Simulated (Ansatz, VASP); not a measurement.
BaZrO3 in VASP and in Ansatz

```xyz
5
Lattice="4.2840 0.0000 0.0000 0.0000 4.2840 0.0000 0.0000 0.0000 4.2840" Properties=species:S:1:pos:R:3 pbc="T T T"
Ba    0.0000    0.0000    0.0000
Zr    2.1420    2.1420    2.1420
O     0.0000    2.1420    2.1420
O     2.1420    2.1420    0.0000
O     2.1420    0.0000    2.1420
```

Alike in both runs: task single point; functional PBE; k mesh 8 × 8 × 8; occupations gaussian, width 0.05 eV; no spin polarisation.

|  | VASP | Ansatz |
| --- | --- | --- |
| version | VASP 6.6.1 | Ansatz 0.2.0 |
| potentials or method | VASP PAW PBE potentials, release 64 (Ba_sv, Zr_sv, O), cutoff 520 eV | scalar-relativistic, plane waves, PAW |
| valence electrons in the cell | 40 | 40 |

Ansatz gave:

| Property | Result |
| --- | --- |
| gap on the k mesh at the Fermi level (eV) | 3.08 |
| least direct gap on the mesh (eV) | 3.34 |
| pressure (GPa) | -5.5 |

Question: What did VASP give for the same quantities?

Answer: gap on the k mesh at the Fermi level (eV): 3.04; least direct gap on the mesh (eV): 3.33; pressure (GPa): -4.7.

Neither program's run includes spin-orbit coupling.
